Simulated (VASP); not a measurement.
Ti2H, 6 atoms in the cell. Symmetry: P6_3/mmc, No. 194, hexagonal system. The conventional cell has a = 2.793 Å, b = 2.793 Å, c = 10.863 Å, α = 90.00°, β = 90.00°, γ = 120.00°. Ti (site symmetry 3m) has 3 H at 2.09 Å and 7 Ti at 2.66 to 2.79 Å within 2.8 Å. Within 2.8 Å of H (site symmetry -6m2) lie 6 Ti at 2.09 Å and 6 H at 2.79 Å. 

| Property | Result |
| --- | --- |
| Program | VASP 6.6.1 |
| Task | relaxation of cell and atoms |
| Functional | PBE |
| Potentials or basis | VASP PAW PBE potentials, release 64 (Ti_sv, H) |
| Cutoff | 600 eV |
| k mesh | 6 × 6 × 2 |
| Occupations | gaussian, width 0.1 eV |
| Spin | no spin polarisation |
| Dipole correction | no |
| Further INCAR settings | ALGO = Normal; EDIFF = 1e-06; IBRION = 2; EDIFFG = -0.04; NSW = 90; ISIF = 3 |

Potentials or basis: VASP PAW PBE potentials, release 64 (Ti_sv, H).

Run with:

```console
$ cat potpaw_PBE.64/Ti_sv/POTCAR potpaw_PBE.64/H/POTCAR > POTCAR
$ mpirun -np 1 vasp_std > vasp.out
```

Hardware: 1 thread of AMD EPYC 7R43 64-Core Processor (Zen 3), with other jobs on the host.

Q: Estimate the wall time of this run.

A: Wall time 7.1 min on 1 thread of AMD EPYC 7R43 64-Core Processor (Zen 3) (shared host), peak memory 0.19 GiB. Counts: scf iterations 81, k points 14, ion steps 8.
